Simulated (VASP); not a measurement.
# MgF2 (P4_2/mnm) in VASP: notebook

MgF2 is run at these levels: PBE; tasks: single point, relaxation of cell and atoms, relaxation of shape and atoms at fixed volume.

Program: VASP 6.6.1. These are calculated values, not measurements. Logs are shortened: lines on timing, memory, paths and dates and some standing lists are left out, and cuts for length are marked.

### 1 The cell of the first run

The structure is tetragonal, space group P4_2/mnm (No. 136). The conventional cell has a = 4.767 Å, b = 4.767 Å, c = 3.124 Å, α = 90.00°, β = 90.00°, γ = 90.00°. Mg (site symmetry mmm) has 6 F at 2.04 to 2.05 Å within 2.7 Å. F (site symmetry m2m) has 3 Mg at 2.04 to 2.05 Å and 1 F at 2.64 Å within 2.7 Å.

### 2 Single point, PBE (11.83 Å³/atom)

File INCAR:

```
SYSTEM = MgF2
ALGO = Normal
EDIFF = 1E-6
ENCUT = 600
GGA = PE
GGA_COMPAT = .False.
ISIF = 2
ISMEAR = 0
LASPH = .True.
LCHARG = .False.
LREAL = .False.
LWAVE = .False.
NBANDS = 25
NELM = 120
PREC = Accurate
SIGMA = 0.05
```

File KPOINTS:

```
k-points
0
Gamma
  6 6 10
  0 0 0
```

File POSCAR:

```
MgF2
1.0
    4.7670656984      0.0000000000      0.0000000000
    0.0000000000      4.7670656984      0.0000000000
    0.0000000000      0.0000000000      3.1237198553
Mg F
2 4
Direct
    0.0000000000      0.0000000000      0.0000000000
    0.5000000000      0.5000000000      0.5000000000
    0.3045687413      0.3045687413      0.0000000000
    0.1954312587      0.8045687413      0.5000000000
    0.6954312587      0.6954312587      0.0000000000
    0.8045687413      0.1954312587      0.5000000000
```

Potentials or basis: VASP PAW PBE potentials, release 64 (Mg, F).

On the command line:

```
cat potpaw_PBE.64/Mg/POTCAR potpaw_PBE.64/F/POTCAR > POTCAR
mpirun -np 1 vasp_std > vasp.out
```

OUTCAR:

```text
SYSTEM = MgF2
   EDIFF = 1E-6
   ENCUT = 600
   GGA = PE
   ISIF = 2
   ISMEAR = 0
   LASPH = .True.
   LREAL = .False.
   NELM = 120
   PREC = Accurate

 ion  position               nearest neighbor table
   1  0.000  0.000  0.000-   4 2.04   6 2.04   4 2.04   6 2.04   5 2.05   3 2.05
   2  0.500  0.500  0.500-   3 2.04   5 2.04   3 2.04   5 2.04   4 2.05   6 2.05
   3  0.305  0.305  0.000-   2 2.04   2 2.04   1 2.05
   4  0.195  0.805  0.500-   1 2.04   1 2.04   2 2.05
   5  0.695  0.695  0.000-   2 2.04   2 2.04   1 2.05
   6  0.805  0.195  0.500-   1 2.04   1 2.04   2 2.05

  LATTYP: Found a simple tetragonal cell.
 ALAT       =     4.7670656984
 C/A-ratio  =     0.6552709891

  Lattice vectors:

 A1 = (   4.7670656984,   0.0000000000,   0.0000000000)
 A2 = (   0.0000000000,   4.7670656984,   0.0000000000)
 A3 = (   0.0000000000,   0.0000000000,   3.1237198553)

Analysis of symmetry for initial positions (statically):
=====================================================================
 Subroutine PRICEL returns:
 Original cell was already a primitive cell.

 Routine SETGRP: Setting up the symmetry group for a
 simple tetragonal supercell.

 Subroutine GETGRP returns: Found 16 space group operations
 (whereof  8 operations were pure point group operations)
 out of a pool of 16 trial point group operations.

The static configuration has the point symmetry D_2h.
 The point group associated with its full space group is D_4h.

Analysis of symmetry for dynamics (positions and initial velocities):
=====================================================================
 Subroutine PRICEL returns:
 Original cell was already a primitive cell.

 Routine SETGRP: Setting up the symmetry group for a
 simple tetragonal supercell.

 Subroutine GETGRP returns: Found 16 space group operations
 (whereof  8 operations were pure point group operations)
 out of a pool of 16 trial point group operations.

The dynamic configuration has the point symmetry D_2h.
 The point group associated with its full space group is D_4h.

 Subroutine INISYM returns: Found 16 space group operations
 (whereof  8 operations are pure point group operations),
 and found     1 'primitive' translations

----------------------------------------------------------------------------------------

                                     Primitive cell

  volume of cell :      70.9863

  direct lattice vectors                    reciprocal lattice vectors
     4.767065698  0.000000000  0.000000000     0.209772649  0.000000000  0.000000000
     0.000000000  4.767065698  0.000000000     0.000000000  0.209772649  0.000000000
     0.000000000  0.000000000  3.123719855     0.000000000  0.000000000  0.320131141

  length of vectors
     4.767065698  4.767065698  3.123719855     0.209772649  0.209772649  0.320131141

  position of ions in fractional coordinates (direct lattice)
     0.000000000  0.000000000  0.000000000
     0.500000000  0.500000000  0.500000000
     0.304568741  0.304568741  0.000000000
     0.195431259  0.804568741  0.500000000
     0.695431259  0.695431259  0.000000000
     0.804568741  0.195431259  0.500000000

  ion indices of the primitive-cell ions
   primitive index   ion index
                 1           1
                 2           2
                 3           3
                 4           4
                 5           5
                 6           6

----------------------------------------------------------------------------------------

 KPOINTS: k-points

Automatic generation of k-mesh.
 Grid dimensions read from file:
 generate k-points for:    6    6   10

 Generating k-lattice:

  Cartesian coordinates                     Fractional coordinates (reciprocal lattice)
     0.034962108  0.000000000  0.000000000     0.166666667  0.000000000  0.000000000
     0.000000000  0.034962108  0.000000000     0.000000000  0.166666667  0.000000000
     0.000000000  0.000000000  0.032013114     0.000000000  0.000000000  0.100000000

  Length of vectors
     0.034962108  0.034962108  0.032013114

  Shift w.r.t. Gamma in fractional coordinates (k-lattice)
     0.000000000  0.000000000  0.000000000

 Subroutine IBZKPT returns following result:
 ===========================================

 Found     60 irreducible k-points:

 Following reciprocal coordinates:
            Coordinates               Weight
  0.000000  0.000000  0.000000      1.000000
  0.166667  0.000000  0.000000      4.000000
  0.333333  0.000000  0.000000      4.000000
  0.500000  0.000000  0.000000      2.000000
  0.166667  0.166667  0.000000      4.000000
  0.333333  0.166667  0.000000      8.000000
[... 16 lines left out ...]
  0.333333  0.000000  0.200000      8.000000
  0.500000  0.000000  0.200000      4.000000
 [... further k-points ...]
   k-points           NKPTS =     60   k-points in BZ     NKDIM =     60   number of bands    NBANDS=     25
   number of dos      NEDOS =    301   number of ions     NIONS =      6
   total plane-waves  NPLWV =  44800
   dimension x,y,z NGX =    40 NGY =   40 NGZ =   28
   dimension x,y,z NGXF=    80 NGYF=   80 NGZF=   56
   ions per type =               2   4
   NGX,Y,Z   is equivalent  to a cutoff of  13.95, 13.95, 14.90 a.u.
   NGXF,Y,Z  is equivalent  to a cutoff of  27.90, 27.90, 29.80 a.u.
 SYSTEM =  MgF2
   PREC   = accura    normal or accurate (medium, high low for compatibility)
   ISTART =      0    job   : 0-new  1-cont  2-samecut
   ICHARG =      2    charge: 1-file 2-atom 10-const
   ISPIN  =      1    spin polarized calculation?
   LNONCOLLINEAR =      F non collinear calculations
   LSORBIT =      F    spin-orbit coupling
   LASPH  =      T    aspherical Exc in radial PAW
   ENCUT  =  600.0 eV  44.10 Ry    6.64 a.u.   9.52  9.52  6.24*2*pi/ulx,y,z
   NELM   =    120;   NELMIN=  2; NELMDL= -5     # of ELM steps
   EDIFF  = 0.1E-05   stopping-criterion for ELM
   LREAL  =      F    real-space projection
   EDIFFG = 0.1E-04   stopping-criterion for IOM
   NSW    =      0    number of steps for IOM
   IBRION =     -1    ionic relax: 0-MD 1-quasi-New 2-CG
   NFREE  =      0    steps in history (QN), initial steepest desc. (CG)
   ISIF   =      2    stress and relaxation
   ISYM   =      2    0-nonsym 1-usesym 2-fastsym
   POTIM  = 0.5000    time-step for ionic-motion
   TEBEG  =    0.0;   TEEND  =   0.0 temperature during run
   PSTRESS=    0.0 pullay stress
   NELECT =      32.0000    total number of electrons
   NUPDOWN=      -1.0000    fix difference up-down
   EMIN   =  10.00;   EMAX   =-10.00  energy-range for DOS
   EFERMI =   0.00;   METHOD = LEGACY
   ISMEAR =     0;   SIGMA  =   0.05  broadening in eV -4-tet -1-fermi 0-gaus
   EFERMI_NEDOS =   21; number of points for ismear=-14 and -15
   IALGO  =     38    algorithm
   IMIX   =      4    mixing-type and parameters
     AMIX     =   0.40;   BMIX     =  1.00
     AMIX_MAG =   1.60;   BMIX_MAG =  1.00
  volume/ion in A,a.u.               =      11.83        79.84
  Fermi-wavevector in a.u.,A,eV,Ry     =   1.255259  2.372096 21.438365  1.575675
  Thomas-Fermi vector in A             =   2.389024
   LORBIT       =      0    0 simple, 1 ext, 2 COOP (PROOUT), +10 PAW based schemes
   GGA     = PE    functional components
   LHFCALC =     F    Hartree Fock is set to
   AEXX    =    0.0000 exact exchange contribution
   IVDW    =     0    specifies the selected vdW correction
   LEPSILON=     F    determine dielectric tensor
   LRPA    =     F    only Hartree local field effects (RPA)
 non-spin polarized calculation
 Gauss-broadening in eV      SIGMA  =   0.05
  energy-cutoff  :      600.00
  volume of cell :       70.99
 maximum number of plane-waves:      2420
 NGX is ok and might be reduce to    40
   NGX = 19   NGY = 19   NGZ = 13

 number of electron      31.9999991 magnetization

 Free energy of the ion-electron system (eV)
  ---------------------------------------------------
  ext. energy  EPLUGINS =         0.00000000
  ---------------------------------------------------
  free energy    TOTEN  =       -31.51698405 eV

  energy without entropy =      -31.51698405  energy(sigma->0) =      -31.51698405

 E-fermi :  -1.4667     XC(G=0):  -9.3300

 val. band max:       -1.7052010831   @ k =   0.0000   0.0000   0.0000
 cond. band min:       4.8446439981   @ k =   0.0000   0.0000   0.0000
 fundamental gap:      6.5498450813
 Fermi energy:        -1.4666596900

 k-point     1 :       0.0000    0.0000    0.0000
  band No.  band energies     occupation
      1     -22.1603      2.00000
      2     -21.5005      2.00000
      3     -21.5005      2.00000
      4     -21.4356      2.00000
      5      -5.4726      2.00000
      6      -3.8732      2.00000
[... 17 lines left out ...]
     24      15.6952      0.00000
     25      15.6952      0.00000

 k-point     2 :       0.1667    0.0000    0.0000
  band No.  band energies     occupation
      1     -22.1239      2.00000
      2     -21.5756      2.00000
      3     -21.4903      2.00000
      4     -21.4112      2.00000
      5      -5.3793      2.00000
      6      -3.9510      2.00000
[... 17 lines left out ...]
     24      15.4821      0.00000
     25      15.8980      0.00000

 k-point     3 :       0.3333    0.0000    0.0000
  band No.  band energies     occupation
      1     -22.0219      2.00000
      2     -21.7154      2.00000
      3     -21.4637      2.00000
      4     -21.4080      2.00000
      5      -5.1282      2.00000
      6      -4.3751      2.00000
[... 17 lines left out ...]
     24      15.3392      0.00000
     25      15.8332      0.00000

 k-point     4 :       0.5000    0.0000    0.0000
  band No.  band energies     occupation
      1     -21.8755      2.00000
      2     -21.8755      2.00000
      3     -21.4311      2.00000
      4     -21.4311      2.00000
      5      -4.7787      2.00000
      6      -4.7787      2.00000
[... 17 lines left out ...]
     24      15.0380      0.00000
     25      16.0700      0.00000

 k-point     5 :       0.1667    0.1667    0.0000
  band No.  band energies     occupation
      1     -22.0892      2.00000
      2     -21.6001      2.00000
      3     -21.5104      2.00000
      4     -21.4052      2.00000
      5      -5.2924      2.00000
      6      -4.0677      2.00000
[... 17 lines left out ...]
     24      15.6470      0.00000
     25      15.8416      0.00000

 k-point     6 :       0.3333    0.1667    0.0000
  band No.  band energies     occupation
      1     -21.9926      2.00000
      2     -21.7092      2.00000
      3     -21.4927      2.00000
      4     -21.4180      2.00000
      5      -5.0590      2.00000
      6      -4.3832      2.00000
[... 17 lines left out ...]
     24      15.5082      0.00000
     25      15.8603      0.00000
[... 393 lines left out ...]
 k-point    21 :       0.0000    0.0000    0.2000
  band No.  band energies     occupation
      1     -22.0497      2.00000
      2     -21.4770      2.00000
      3     -21.4770      2.00000
      4     -21.4581      2.00000
      5      -5.2518      2.00000
      6      -3.7491      2.00000
[... 17 lines left out ...]
     24      15.6894      0.00000
     25      15.7246      0.00000

 k-point    22 :       0.1667    0.0000    0.2000
  band No.  band energies     occupation
      1     -22.0181      2.00000
      2     -21.5506      2.00000
      3     -21.4702      2.00000
      4     -21.4254      2.00000
      5      -5.1713      2.00000
      6      -3.9141      2.00000
[... 17 lines left out ...]
     24      15.2978      0.00000
     25      15.3965      0.00000

 k-point    23 :       0.3333    0.0000    0.2000
  band No.  band energies     occupation
      1     -21.9301      2.00000
      2     -21.6688      2.00000
      3     -21.4524      2.00000
      4     -21.4180      2.00000
      5      -4.9482      2.00000
      6      -4.2823      2.00000
[... 17 lines left out ...]
     24      14.7232      0.00000
     25      14.7680      0.00000

 k-point    24 :       0.5000    0.0000    0.2000
  band No.  band energies     occupation
      1     -21.8046      2.00000
      2     -21.8046      2.00000
      3     -21.4313      2.00000
      4     -21.4313      2.00000
      5      -4.6341      2.00000
      6      -4.6341      2.00000
[... 17 lines left out ...]
     24      14.0912      0.00000
     25      15.5594      0.00000

 [... further k-points ...]
[... 5 lines left out ...]
  --------------------------------------------------------------------------------------
  -------------------------------------------------------------------------------------
  Total       -1.8307884     -1.8307884     -1.8943066      0.0000000      0.0000000      0.0000000
  in kB      -41.3213382    -41.3213382    -42.7549600      0.0000000      0.0000000      0.0000000
  external PRESSURE =     -41.7992121 kB  Pullay stress =       0.0000000 kB

 VOLUME and BASIS-vectors are now :
 -----------------------------------------------------------------------------
  energy-cutoff  :      600.00
  volume of cell :       70.99
      direct lattice vectors                 reciprocal lattice vectors
     4.767065698  0.000000000  0.000000000     0.209772649  0.000000000  0.000000000
     0.000000000  4.767065698  0.000000000     0.000000000  0.209772649  0.000000000
     0.000000000  0.000000000  3.123719855     0.000000000  0.000000000  0.320131141

 POSITION                                       TOTAL-FORCE (eV/Angst)
 -----------------------------------------------------------------------------------
      0.00000      0.00000      0.00000        -0.000000     -0.000000      0.000000
      2.38353      2.38353      1.56186        -0.000000     -0.000000      0.000000
      1.45190      1.45190      0.00000         0.002260      0.002260     -0.000000
      0.93163      3.83543      1.56186        -0.002260      0.002260     -0.000000
      3.31517      3.31517      0.00000        -0.002260     -0.002260      0.000000
      3.83543      0.93163      1.56186         0.002260     -0.002260      0.000000
 -----------------------------------------------------------------------------------
    total drift:                                0.000000     -0.000000     -0.000000

  FREE ENERGIE OF THE ION-ELECTRON SYSTEM (eV)
  ---------------------------------------------------
  free  energy   TOTEN  =       -31.5169840451 eV

  energy  without entropy=      -31.5169840451  energy(sigma->0) =      -31.51698405
```

Wall time 62 s (1 thread of Intel Xeon Platinum 8559C (Emerald Rapids), shared host); peak memory 0.26 GiB.

Results:

| Property | Result |
| --- | --- |
| Free energy | -31.5170 eV |
| Pressure | -4.2 GPa |
| Largest force | 0.003 eV/Å |
| Band gap on the k mesh | 6.55 eV |

Forces on the atoms (eV/Å):
```
Mg   0.000  0.000  0.000
Mg   0.000  0.000  0.000
F    0.002  0.002  0.000
F   -0.002  0.002  0.000
F   -0.002 -0.002  0.000
F    0.002 -0.002  0.000
```

Levels at points of the mesh, in eV from the valence-band top:
```csv
k point,band 13,band 14,band 15,band 16,band 17,band 18,band 19,band 20
"(0.00, 0.00, 0.00)",-0.72,-0.31,-0.31,0.00,6.55,11.71,11.71,13.13
"(0.50, 0.00, 0.00)",-0.92,-0.92,-0.34,-0.34,8.86,8.86,12.91,12.91
"(0.50, 0.50, 0.00)",-0.86,-0.86,-0.68,-0.68,10.35,10.35,10.73,10.73
"(0.00, 0.00, 0.50)",-0.98,-0.98,-0.76,-0.76,11.17,11.17,14.41,14.41
"(0.50, 0.00, 0.50)",-0.67,-0.67,-0.59,-0.59,12.13,12.13,12.63,12.63
"(0.50, 0.50, 0.50)",-0.53,-0.53,-0.46,-0.46,12.41,12.41,12.85,12.85
```

Caveat: the cell stands under tension. A k mesh can miss the band edges.

(Part 1 of 2 ends here.)
